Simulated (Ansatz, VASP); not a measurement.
## Cs3Cd4Te4: VASP beside Ansatz

```
Cs Cd Te
1.0
    -4.40193    4.40193    4.40193
     4.40193   -4.40193    4.40193
     4.40193    4.40193   -4.40193
Cs Cd Te
3 4 4
Cartesian
  4.4019 0.0000 0.0000
  0.0000 4.4019 0.0000
  0.0000 0.0000 4.4019
  1.3963 1.3963 1.3963
  3.0056 3.0056 -3.0056
  3.0056 -3.0056 3.0056
  -3.0056 3.0056 3.0056
  3.0056 3.0056 3.0056
  1.3963 1.3963 -1.3963
  1.3963 -1.3963 1.3963
  -1.3963 1.3963 1.3963
```

Alike in both runs: task single point; functional PBE; k mesh 4 × 4 × 4; occupations gaussian, width 0.1 eV; no spin polarisation.

|  | VASP | Ansatz |
| --- | --- | --- |
| version | VASP 6.6.1 | Ansatz 0.2.0 |
| potentials or method | VASP PAW PBE potentials, release 64 (Cs_sv, Cd, Te), cutoff 520 eV | scalar-relativistic, plane waves, PAW |
| valence electrons in the cell | 99 | 171 |

```csv
,VASP,Ansatz,Ansatz less VASP
gap on the k mesh at the Fermi level (eV),none,none,-
pressure (GPa),11.5,11.3,-0.21
rms of the force components (eV/Å),0.660,0.650,-0.0101
```

Atom by atom the forces differ by 0.011 eV/Å (rms over components). A gap of «none» marks a metal or a gap that the smearing closes. VASP's potentials hold 99 valence electrons a cell and Ansatz's 171, so a difference there can come from the potentials and not from the codes.

Neither program's run includes spin-orbit coupling.
